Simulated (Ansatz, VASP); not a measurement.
# Two plane-wave programs on TiO2

INCAR

```
PREC = Accurate
ENCUT = 520
EDIFF = 1E-6
ISMEAR = -1
SIGMA = 0.05
LREAL = F
LASPH = T
NELM = 100
ALGO = Normal
ISIF = 2
LWAVE = F
LCHARG = F
GGA = PE
NBANDS = 33
```

KPOINTS

```
Automatic mesh
0
Gamma
  10 10 10
```

Contents of POSCAR:

```
TiO2
1.0
   -1.9169989080      1.9169989080      4.8199032318
    1.9169989080     -1.9169989080      4.8199032318
    1.9169989080      1.9169989080     -4.8199032318
Ti O
2 4
Direct
    0.7500000000      0.2500000000      0.5000000000
    0.0000000000      0.0000000000      0.0000000000
    0.7919000000      0.7919000000      0.0000000000
    0.5419000000      0.0419000000      0.5000000000
    0.9581000000      0.4581000000      0.5000000000
    0.2081000000      0.2081000000      0.0000000000
```

Contents of input.yaml:

```yaml
crystal:
  lattice:
    - [-1.916998908, 1.916998908, 4.8199032318]
    - [1.916998908, -1.916998908, 4.8199032318]
    - [1.916998908, 1.916998908, -4.8199032318]
  atoms:
    - { symbol: Ti, position: [0.75, 0.25, 0.5] }
    - { symbol: Ti, position: [0.0, 0.0, 0.0] }
    - { symbol: O, position: [0.7919, 0.7919, 0.0] }
    - { symbol: O, position: [0.5419, 0.0419, 0.5] }
    - { symbol: O, position: [0.9581, 0.4581, 0.5] }
    - { symbol: O, position: [0.2081, 0.2081, 0.0] }
hamiltonian:
  xc: pbe
  pseudopotentials: { kind: nc, accuracy: stringent }
kpoints:
  mp_grid: { grid: [10, 10, 10] }
scf:
  occupations: { method: fermi_dirac, width: 0.05 }
output:
  forces: true
  stress: true
  eigenvalues: true
  write_density: true
  write_potential: true
  elf: true
  volumetric_format: npy
```

Alike in both runs: task single point; functional PBE; k mesh 10 × 10 × 10; occupations fermi-dirac, width 0.05 eV; no spin polarisation.

|  | VASP | Ansatz |
| --- | --- | --- |
| version | VASP 6.6.1 | Ansatz 0.2.0 |
| potentials or method | VASP PAW PBE potentials, release 64 (Ti_sv, O) | PseudoDojo stringent (PBE files) |
| plane-wave cutoff (eV) | 520 | 1252 |
| valence electrons in the cell | 48 | 48 |

VASP gave:

```
gap on the k mesh at the Fermi level (eV)                     : 2.02
least direct gap on the mesh (eV)                             : 2.35
pressure (GPa)                                                : -2.5
traceless stress, the component that is largest in VASP (GPa) : 0.55
rms of the force components (eV/Å)                            : 0.048
```

Task: Which values does Ansatz return?

Result: gap on the k mesh at the Fermi level (eV): 2.06; least direct gap on the mesh (eV): 2.40; pressure (GPa): -3.4; traceless stress, the component that is largest in VASP (GPa): 0.49; rms of the force components (eV/Å): 0.064.

Atom by atom the forces differ by 0.016 eV/Å (rms over components).
